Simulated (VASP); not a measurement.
A run of VASP 6.6.1:

The input INCAR:

```
PREC = Accurate ; ENCUT = 520
EDIFF = 1E-6 ; ISMEAR = -1
SIGMA = 0.1 ; LREAL = F
LASPH = T ; NELM = 150
ALGO = Normal ; ISIF = 2
LWAVE = F ; LCHARG = F
ISPIN = 2 ; MAGMOM = 0.94
LORBIT = 11 ; NUPDOWN = 0.94
LMAXMIX = 4 ; NBANDS = 15
```

The input KPOINTS:

```
Automatic mesh
0
Gamma
  15 15 15
```

Contents of POSCAR:

```
Ni
1.0
    0.0000000000      1.7672600000      1.7672600000
    1.7672600000      0.0000000000      1.7672600000
    1.7672600000      1.7672600000      0.0000000000
Ni
1
Direct
    0.0000000000      0.0000000000      0.0000000000
```

Potentials or basis: VASP PAW LDA potentials, release 64 (Ni).

Command:

```bash
$ cat potpaw_LDA.64/Ni/POTCAR > POTCAR
$ mpirun -np 1 vasp_std > vasp.out
```

Hardware: 1 thread of AMD EPYC 7R13, on a shared host.

Task: Estimate the wall time of this run.

Result: It took 76 s on 1 thread of AMD EPYC 7R13, on a shared host, peak memory 0.11 GiB. Counts: scf iterations 13, k points 120.
